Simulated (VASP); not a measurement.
# GaP (F-43m) in VASP: single point with HSE06

Aim: the single point of GaP with HSE06.

Everything below comes from runs of VASP 6.6.1. Logs are shortened: lines on timing, memory, paths and dates and some standing lists are left out, and cuts for length are marked.

## Step 1: The cell of the first run

Symmetry: F-43m, No. 216, cubic system. The conventional cell has a = 5.451 Å, b = 5.451 Å, c = 5.451 Å, α = 90.00°, β = 90.00°, γ = 90.00°. Within 3.1 Å of Ga (site symmetry -43m) lie 4 P at 2.36 Å. P (site symmetry -43m) has 4 Ga at 2.36 Å within 3.1 Å.

## Step 2: Single point, HSE06

Contents of POSCAR:

```
GaP
1.0
    0.0000000000      2.7253992957      2.7253992957
    2.7253992957      0.0000000000      2.7253992957
    2.7253992957      2.7253992957      0.0000000000
Ga P
1 1
Direct
    0.0000000000      0.0000000000      0.0000000000
    0.2500000000      0.2500000000      0.2500000000
```

Contents of INCAR.step1:

```
SYSTEM = GaP
PREC = Accurate
ENCUT = 520
EDIFF = 1E-5
ISMEAR = 0
SIGMA = 0.01
LREAL = .FALSE.
LASPH = .TRUE.
NELM = 100
ALGO = Normal
ISIF = 2
LWAVE = .TRUE.
LCHARG = .FALSE.
GGA = PE
NBANDS = 16
LUSENCCL = .FALSE.
```

Contents of INCAR.step2:

```
SYSTEM = GaP
PREC = Accurate
ENCUT = 520
EDIFF = 1E-7
ISMEAR = 0
SIGMA = 0.01
LREAL = .FALSE.
LASPH = .TRUE.
NELM = 100
ALGO = Normal
ISIF = 2
LWAVE = .FALSE.
LCHARG = .FALSE.
GGA = PE
LHFCALC = .TRUE.
HFSCREEN = 0.2079
PRECFOCK = Normal
ISTART = 1
NBANDS = 16
LUSENCCL = .FALSE.
```

Contents of KPOINTS:

```
Automatic mesh
0
G
  6 6 6
  0 0 0
```

Potentials or basis: VASP PAW PBE potentials, release 64 (Ga_d, P).

Launch:

```
$ cat potpaw_PBE.64/Ga_d/POTCAR potpaw_PBE.64/P/POTCAR > POTCAR
$ cp INCAR.step1 INCAR
$ mpirun -np 1 vasp_std > vasp.out
$ cp INCAR.step2 INCAR
$ mpirun -np 1 vasp_std > vasp.out
```

OUTCAR:

```text
SYSTEM = GaP
   PREC = Accurate
   ENCUT = 520
   EDIFF = 1E-7
   ISMEAR = 0
   LREAL = .FALSE.
   LASPH = .TRUE.
   NELM = 100
   ISIF = 2
   GGA = PE
   LHFCALC = .TRUE.
   HFSCREEN = 0.2079
   PRECFOCK = Normal
   ISTART = 1

 ion  position               nearest neighbor table
   1  0.000  0.000  0.000-   2 2.36   2 2.36   2 2.36   2 2.36
   2  0.250  0.250  0.250-   1 2.36   1 2.36   1 2.36   1 2.36

  LATTYP: Found a face centered cubic cell.
 ALAT       =     5.4507985914

  Lattice vectors:

 A1 = (   0.0000000000,   2.7253992957,   2.7253992957)
 A2 = (   2.7253992957,   0.0000000000,   2.7253992957)
 A3 = (   2.7253992957,   2.7253992957,   0.0000000000)

Analysis of symmetry for initial positions (statically):
=====================================================================
 Subroutine PRICEL returns:
 Original cell was already a primitive cell.

 Routine SETGRP: Setting up the symmetry group for a
 face centered cubic supercell.

 Subroutine GETGRP returns: Found 24 space group operations
 (whereof 24 operations were pure point group operations)
 out of a pool of 48 trial point group operations.

The static configuration has the point symmetry T_d .

Analysis of symmetry for dynamics (positions and initial velocities):
=====================================================================
 Subroutine PRICEL returns:
 Original cell was already a primitive cell.

 Routine SETGRP: Setting up the symmetry group for a
 face centered cubic supercell.

 Subroutine GETGRP returns: Found 24 space group operations
 (whereof 24 operations were pure point group operations)
 out of a pool of 48 trial point group operations.

The dynamic configuration has the point symmetry T_d .

 Subroutine INISYM returns: Found 24 space group operations
 (whereof 24 operations are pure point group operations),
 and found     1 'primitive' translations

----------------------------------------------------------------------------------------

                                     Primitive cell

  volume of cell :      40.4874

  direct lattice vectors                    reciprocal lattice vectors
     0.000000000  2.725399296  2.725399296    -0.183459356  0.183459356  0.183459356
     2.725399296  0.000000000  2.725399296     0.183459356 -0.183459356  0.183459356
     2.725399296  2.725399296  0.000000000     0.183459356  0.183459356 -0.183459356

  length of vectors
     3.854296647  3.854296647  3.854296647     0.317760926  0.317760926  0.317760926

  position of ions in fractional coordinates (direct lattice)
     0.000000000  0.000000000  0.000000000
     0.250000000  0.250000000  0.250000000

  ion indices of the primitive-cell ions
   primitive index   ion index
                 1           1
                 2           2

----------------------------------------------------------------------------------------

 KPOINTS: Automatic mesh

Automatic generation of k-mesh.
 Grid dimensions read from file:
 generate k-points for:    6    6    6

 Generating k-lattice:

  Cartesian coordinates                     Fractional coordinates (reciprocal lattice)
    -0.030576559  0.030576559  0.030576559     0.166666667  0.000000000  0.000000000
     0.030576559 -0.030576559  0.030576559     0.000000000  0.166666667  0.000000000
     0.030576559  0.030576559 -0.030576559     0.000000000  0.000000000  0.166666667

  Length of vectors
     0.052960154  0.052960154  0.052960154

  Shift w.r.t. Gamma in fractional coordinates (k-lattice)
     0.000000000  0.000000000  0.000000000

 Subroutine IBZKPT returns following result:
 ===========================================

 Found     16 irreducible k-points:

 Following reciprocal coordinates:
            Coordinates               Weight
  0.000000  0.000000  0.000000      1.000000
  0.166667  0.000000  0.000000      8.000000
  0.333333  0.000000  0.000000      8.000000
  0.500000  0.000000  0.000000      4.000000
  0.166667  0.166667  0.000000      6.000000
  0.333333  0.166667  0.000000     24.000000
[... 8 lines left out ...]
 -0.333333  0.333333  0.166667     24.000000
 -0.333333  0.500000  0.166667     12.000000
   k-points           NKPTS =     16   k-points in BZ     NKDIM =    216   number of bands    NBANDS=     16
   number of dos      NEDOS =    301   number of ions     NIONS =      2
   total plane-waves  NPLWV =  27000
   dimension x,y,z NGX =    30 NGY =   30 NGZ =   30
   dimension x,y,z NGXF=    60 NGYF=   60 NGZF=   60
   ions per type =               1   1
   NGX,Y,Z   is equivalent  to a cutoff of  12.94, 12.94, 12.94 a.u.
   NGXF,Y,Z  is equivalent  to a cutoff of  25.88, 25.88, 25.88 a.u.
 SYSTEM =  GaP
   PREC   = accura    normal or accurate (medium, high low for compatibility)
   ISTART =      1    job   : 0-new  1-cont  2-samecut
   ICHARG =      0    charge: 1-file 2-atom 10-const
   ISPIN  =      1    spin polarized calculation?
   LNONCOLLINEAR =      F non collinear calculations
   LSORBIT =      F    spin-orbit coupling
   LASPH  =      T    aspherical Exc in radial PAW
   ENCUT  =  520.0 eV  38.22 Ry    6.18 a.u.   7.17  7.17  7.17*2*pi/ulx,y,z
   NELM   =    100;   NELMIN=  2; NELMDL=  0     # of ELM steps
   EDIFF  = 0.1E-06   stopping-criterion for ELM
   LREAL  =      F    real-space projection
   EDIFFG = 0.1E-05   stopping-criterion for IOM
   NSW    =      0    number of steps for IOM
   IBRION =     -1    ionic relax: 0-MD 1-quasi-New 2-CG
   NFREE  =      0    steps in history (QN), initial steepest desc. (CG)
   ISIF   =      2    stress and relaxation
   ISYM   =      3    0-nonsym 1-usesym 2-fastsym
   POTIM  = 0.5000    time-step for ionic-motion
   TEBEG  =    0.0;   TEEND  =   0.0 temperature during run
   PSTRESS=    0.0 pullay stress
   NELECT =      18.0000    total number of electrons
   NUPDOWN=      -1.0000    fix difference up-down
   EMIN   =  10.00;   EMAX   =-10.00  energy-range for DOS
   EFERMI =   0.00;   METHOD = LEGACY
   ISMEAR =     0;   SIGMA  =   0.01  broadening in eV -4-tet -1-fermi 0-gaus
   EFERMI_NEDOS =   21; number of points for ismear=-14 and -15
   IALGO  =     38    algorithm
   IMIX   =      1    mixing-type and parameters
     AMIX     =   0.40;   BMIX     =  1.00
     AMIX_MAG =   1.60;   BMIX_MAG =  1.00
  volume/ion in A,a.u.               =      20.24       136.61
  Fermi-wavevector in a.u.,A,eV,Ry     =   1.249469  2.361154 21.241049  1.561173
  Thomas-Fermi vector in A             =   2.383508
   LORBIT       =      0    0 simple, 1 ext, 2 COOP (PROOUT), +10 PAW based schemes
   GGA     = PE    functional components
   LHFCALC =     T    Hartree Fock is set to
   PRECFOCK=normal    Normal, Fast or Accurate (Low or Medium for compatibility)
   ENCUT4O =  -1.0   cutoff for four orbital integrals eV
   NKREDX  =     1    reduce k-point grid by
   NKREDY  =     1    reduce k-point grid by
   NKREDZ  =     1    reduce k-point grid by
   AEXX    =    0.2500 exact exchange contribution
   HFSCREEN=    0.2079 screening length (either q_TF or 0.3 A-1)
   HFSCREENC=   0.2079 screening length for correlation (either q_TF or 0.3 A-1)
   ENCUTFOCK=  -1.0 apply spherical cutoff to Coloumb kernel
   IVDW    =     0    specifies the selected vdW correction
   LEPSILON=     F    determine dielectric tensor
   LRPA    =     F    only Hartree local field effects (RPA)
 non-spin polarized calculation
 Gauss-broadening in eV      SIGMA  =   0.01
  energy-cutoff  :      520.00
  volume of cell :       40.49
 maximum number of plane-waves:      1113
 NGX is ok and might be reduce to    30
  NGX = 24; NGY = 24; NGZ = 24

 number of electron      17.9999989 magnetization

 Free energy of the ion-electron system (eV)
  ---------------------------------------------------
  ext. energy  EPLUGINS =         0.00000000
  ---------------------------------------------------
  free energy    TOTEN  =       -10.78003016 eV

  energy without entropy =      -10.78003016  energy(sigma->0) =      -10.78003016

 E-fermi :   4.3280     XC(G=0):  -8.1557

 val. band max:        4.2138801323   @ k =   0.0000   0.0000   0.0000
 cond. band min:       6.5067485366   @ k =   0.5000   0.5000   0.0000
 fundamental gap:      2.2928684043
 Fermi energy:         4.3280216280

 k-point     1 :       0.0000    0.0000    0.0000
  band No.  band energies     occupation
      1     -12.8403      2.00000
      2     -12.8403      2.00000
      3     -12.8403      2.00000
      4     -12.7393      2.00000
      5     -12.7393      2.00000
      6      -9.5650      2.00000
[... 8 lines left out ...]
     15      15.1161      0.00000
     16      15.1161      0.00000

 k-point     2 :       0.1667    0.0000    0.0000
  band No.  band energies     occupation
      1     -12.8552      2.00000
      2     -12.8331      2.00000
      3     -12.8331      2.00000
      4     -12.7393      2.00000
      5     -12.7393      2.00000
      6      -9.1835      2.00000
[... 8 lines left out ...]
     15      14.2143      0.00000
     16      15.3619      0.00000

 k-point     3 :       0.3333    0.0000    0.0000
  band No.  band energies     occupation
      1     -12.8837      2.00000
      2     -12.8211      2.00000
      3     -12.8211      2.00000
      4     -12.7367      2.00000
      5     -12.7367      2.00000
      6      -8.1607      2.00000
[... 8 lines left out ...]
     15      14.9743      0.00000
     16      14.9743      0.00000

 k-point     4 :       0.5000    0.0000    0.0000
  band No.  band energies     occupation
      1     -12.8975      2.00000
      2     -12.8167      2.00000
      3     -12.8167      2.00000
      4     -12.7338      2.00000
      5     -12.7338      2.00000
      6      -7.3384      2.00000
[... 8 lines left out ...]
     15      17.2104      0.00000
     16      17.2104      0.00000

 k-point     5 :       0.1667    0.1667    0.0000
  band No.  band energies     occupation
      1     -12.8670      2.00000
      2     -12.8259      2.00000
      3     -12.8259      2.00000
      4     -12.7457      2.00000
      5     -12.7345      2.00000
      6      -9.0555      2.00000
[... 8 lines left out ...]
     15      15.5823      0.00000
     16      16.2546      0.00000

 k-point     6 :       0.3333    0.1667    0.0000
  band No.  band energies     occupation
      1     -12.8893      2.00000
      2     -12.8154      2.00000
      3     -12.8125      2.00000
      4     -12.7490      2.00000
      5     -12.7309      2.00000
      6      -8.2308      2.00000
[... 8 lines left out ...]
     15      16.1432      0.00000
     16      16.9956      0.00000
[... 115 lines left out ...]
 k-point    13 :       0.5000    0.5000    0.0000
  band No.  band energies     occupation
      1     -12.9330      2.00000
      2     -12.7808      2.00000
      3     -12.7808      2.00000
      4     -12.7703      2.00000
      5     -12.7203      2.00000
      6      -6.3625      2.00000
[... 8 lines left out ...]
     15      17.9648      0.00000
     16      18.4808      0.00000

 k-point    14 :       0.5000    0.3333    0.1667
  band No.  band energies     occupation
      1     -12.9045      2.00000
      2     -12.8083      2.00000
      3     -12.7983      2.00000
      4     -12.7519      2.00000
      5     -12.7300      2.00000
      6      -7.3166      2.00000
[... 8 lines left out ...]
     15      17.3444      0.00000
     16      18.9125      0.00000

 k-point    15 :      -0.3333    0.3333    0.1667
  band No.  band energies     occupation
      1     -12.9088      2.00000
      2     -12.8083      2.00000
      3     -12.7919      2.00000
      4     -12.7494      2.00000
      5     -12.7328      2.00000
      6      -6.6172      2.00000
[... 8 lines left out ...]
     15      18.0281      0.00000
     16      18.3444      0.00000

 k-point    16 :      -0.3333    0.5000    0.1667
  band No.  band energies     occupation
      1     -12.9194      2.00000
      2     -12.7984      2.00000
      3     -12.7836      2.00000
      4     -12.7587      2.00000
      5     -12.7278      2.00000
      6      -6.2923      2.00000
[... 8 lines left out ...]
     15      17.5064      0.00000
     16      19.2681      0.00000

------------------------ aborting loop because EDIFF is reached ----------------------------------------

  FORCE on cell =-STRESS in cart. coord.  units (eV):
  Direction    XX          YY          ZZ          XY          YZ          ZX
  --------------------------------------------------------------------------------------
  -------------------------------------------------------------------------------------
  Total        0.1334368      0.1334368      0.1334368     -0.0000000     -0.0000000      0.0000000
  in kB        5.2803856      5.2803856      5.2803856     -0.0000000     -0.0000000      0.0000000
  external PRESSURE =       5.2803856 kB  Pullay stress =       0.0000000 kB

 VOLUME and BASIS-vectors are now :
 -----------------------------------------------------------------------------
  energy-cutoff  :      520.00
  volume of cell :       40.49
      direct lattice vectors                 reciprocal lattice vectors
     0.000000000  2.725399296  2.725399296    -0.183459356  0.183459356  0.183459356
     2.725399296  0.000000000  2.725399296     0.183459356 -0.183459356  0.183459356
     2.725399296  2.725399296  0.000000000     0.183459356  0.183459356 -0.183459356

 POSITION                                       TOTAL-FORCE (eV/Angst)
 -----------------------------------------------------------------------------------
      0.00000      0.00000      0.00000         0.000000      0.000000      0.000000
      1.36270      1.36270      1.36270        -0.000000     -0.000000     -0.000000
 -----------------------------------------------------------------------------------
    total drift:                               -0.000004     -0.000010     -0.000005

  FREE ENERGIE OF THE ION-ELECTRON SYSTEM (eV)
  ---------------------------------------------------
  free  energy   TOTEN  =       -10.7800301557 eV

  energy  without entropy=      -10.7800301557  energy(sigma->0) =      -10.78003016
```

It took 18 min on 1 × NVIDIA H100 80GB with 1 thread of AMD EPYC 7R13 (Zen 3), shared host; peak memory 1.3 GiB.

Results:

| Item | Value |
| --- | --- |
| Free energy | -10.7800 eV |
| Pressure | 0.5 GPa |
| Band gap on the k mesh | 2.29 eV (least direct gap 2.79 eV) |

Levels at points of the mesh, in eV from the valence-band top:
```tsv
k point	band 6	band 7	band 8	band 9	band 10	band 11	band 12	band 13
(0.00, 0.00, 0.00)	-13.78	0.00	0.00	0.00	2.79	4.77	4.77	4.77
(0.50, 0.00, 0.00)	-11.55	-7.23	-1.21	-1.21	2.51	5.62	5.62	9.26
(0.50, 0.50, 0.00)	-10.58	-7.33	-2.92	-2.92	2.29	2.56	12.06	12.06
```

Caveat: the PAW data sets were made with another functional, which shifts forces and pressure a little.
